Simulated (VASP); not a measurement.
Write the native input for VASP 6.6.1 that does the following.

```yaml
Task: single point
Functional: PBEsol
Potentials_or_basis: VASP PAW PBE potentials, release 64 (Sn_d)
Cutoff: 500 eV
k_mesh: 12 × 12 × 12
Occupations: gaussian, width 0.15 eV
Spin: no spin polarisation
Dipole_correction: no
Further_INCAR_settings: ALGO = Normal; EDIFF = 1e-06; NBANDS = 21
```

The structure of Sn lies in POSCAR:

```
Sn
1.0
    0.0000000000      3.2456000000      3.2456000000
    3.2456000000      0.0000000000      3.2456000000
    3.2456000000      3.2456000000      0.0000000000
Sn
2
Direct
    0.5231082080      0.4768917920      0.4768917920
    0.7500000000      0.7500000000      0.7500000000
```

This cell differs from its parent crystal: atom 1 (Sn) moved by (-0.150, +0.000) A along x and z.

These files were run (other wordings do the same):

INCAR

```
PREC = Accurate ; ENCUT = 500
EDIFF = 1E-6 ; ISMEAR = 0
SIGMA = 0.15 ; LREAL = False
LASPH = True ; NELM = 120
ALGO = Normal ; ISIF = 2
LWAVE = False ; LCHARG = False
GGA = PS ; NBANDS = 21
GGA_COMPAT = False
```

KPOINTS

```
regular mesh
0
Gamma
  12 12 12
```

Potentials or basis: VASP PAW PBE potentials, release 64 (Sn_d).

Command:

```console
$ cat potpaw_PBE.64/Sn_d/POTCAR > POTCAR
$ mpirun -np 1 vasp_std > vasp.out
```

It gave:

```yaml
Pressure: 1.3 GPa
Largest_force: 1.159 eV/Å
Band_gap_on_the_k_mesh: zero (bands 14 and 15 overlap by 0.64 eV)
```

Caveat: the cell differs from its parent crystal (atom 1 (Sn) moved by (-0.150, +0.000) A along x and z); the PAW data sets were made with another functional, which shifts forces and pressure a little; spin-orbit coupling is left out, which moves the levels of the heavy elements.

Wall time 3.8 min on 1 thread of Oxide Virtual Turin-like Processor, on a shared host, peak memory 0.4 GiB.
